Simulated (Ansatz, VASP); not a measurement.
## Two plane-wave programs on Ca

Contents of INCAR:

```
SYSTEM = Ca
ALGO = Fast ; EDIFF = 1E-7
ENCUT = 520 ; GGA = CA
ISIF = 2 ; ISMEAR = 0
LASPH = .True. ; LCHARG = .True.
LELF = .True. ; LREAL = .False.
LVHAR = .True. ; LWAVE = .False.
NBANDS = 11 ; NELM = 100
PREC = Accurate ; SIGMA = 0.15
```

Contents of KPOINTS:

```
k-points
0
Gamma
  14 14 14
  0 0 0
```

POSCAR

```
Ca
1.0
    3.6630891570      0.0000000000      0.0000000000
    0.0000000000      3.6630891570      0.0000000000
    0.0000000000      0.0000000000      3.4014399315
Ca
1
Direct
    0.0000000000      0.0000000000      0.0000000000
```

Input for Ansatz:

```yaml
crystal:
  lattice:
    - [3.663089157, 0.0, 0.0]
    - [0.0, 3.663089157, 0.0]
    - [0.0, 0.0, 3.4014399315]
  atoms:
    - { symbol: Ca, position: [0.0, 0.0, 0.0] }
basis:
  ecutwfc: 420
kpoints:
  mp_grid: { grid: [14, 14, 14] }
hamiltonian:
  xc: lda
scf:
  occupations: { method: gaussian, width: 0.15 }
output:
  forces: true
  stress: true
  eigenvalues: true
```

Change from the starting cell: strain +0.050 along x and y, -0.025 along z, atoms carried along.

Alike in both runs: task single point; functional LDA; k mesh 14 × 14 × 14; occupations gaussian, width 0.15 eV; no spin polarisation.

|  | VASP | Ansatz |
| --- | --- | --- |
| version | VASP 6.6.1 | Ansatz 0.2.0 |
| potentials or method | VASP PAW LDA potentials, release 64 (Ca_sv), cutoff 520 eV | scalar-relativistic, plane waves, PAW |
| valence electrons in the cell | 10 | 10 |

```tsv
	VASP	Ansatz	Ansatz less VASP
gap on the k mesh at the Fermi level (eV)	none	none	-
pressure (GPa)	-1.6	-1.6	+0.02
traceless stress, the component that is largest in VASP (GPa)	2.27	2.26	-0.013
```

LDA's correlation is that of Perdew and Zunger in VASP and of Perdew and Wang (1992) in Ansatz. A gap of «none» marks a metal or a gap that the smearing closes.
